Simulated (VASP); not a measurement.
Input of a VASP 6.6.1 run:

POSCAR

```
CaPt
1.0
    0.0000000000      2.6329350000      2.6329350000
    2.6329350000      0.0000000000      2.6329350000
    2.6329350000      2.6329350000      0.0000000000
Ca Pt
1 1
Direct
    0.0000000000      0.0000000000      0.0000000000
    0.5000000000      0.5000000000      0.5000000000
```

File INCAR.step1:

```
  PREC = Accurate
  ENCUT = 400
  EDIFF = 1E-5
  ISMEAR = -1
  SIGMA = 0.0157
  LREAL = F
  LASPH = T
  NELM = 200
  ALGO = Normal
  ISIF = 2
  LWAVE = T
  LCHARG = F
  LNONCOLLINEAR = T
  MAGMOM = 0 0 0 0 0 0
  LORBIT = 11
  LSORBIT = T
  GGA_COMPAT = F
  LORBMOM = T
  LMAXMIX = 4
  NBANDS = 32
  GGA = PE
```

INCAR.step2

```
  PREC = Accurate
  ENCUT = 400
  EDIFF = 1E-6
  ISMEAR = -1
  SIGMA = 0.0157
  LREAL = F
  LASPH = T
  NELM = 200
  ALGO = Normal
  ISIF = 2
  LWAVE = F
  LCHARG = F
  LNONCOLLINEAR = T
  MAGMOM = 0 0 0 0 0 0
  LORBIT = 11
  LSORBIT = T
  GGA_COMPAT = F
  LORBMOM = T
  LMAXMIX = 4
  GGA = PE
  LHFCALC = T
  AEXX = 0.25
  PRECFOCK = Normal
  NBANDS = 32
  ISTART = 1
```

The input KPOINTS:

```
Automatic mesh
0
Gamma
  4 4 4
```

Potentials or basis: VASP PAW PBE potentials, release 64 (Ca_sv, Pt).

Launch:

```sh
$ cat potpaw_PBE.64/Ca_sv/POTCAR potpaw_PBE.64/Pt/POTCAR > POTCAR
$ cp INCAR.step1 INCAR
$ mpirun -np 1 vasp_ncl > vasp.out
$ cp INCAR.step2 INCAR
$ mpirun -np 1 vasp_ncl > vasp.out
```

(1) What does it give for the net moment?

(2) Predict the pressure.

Answers

(1) 0.00 μB per cell.

(2) 31.1 GPa.

Caveat: the k points lie up to 0.52 Å⁻¹ apart; the PAW data sets were made with another functional, which shifts forces and pressure a little.
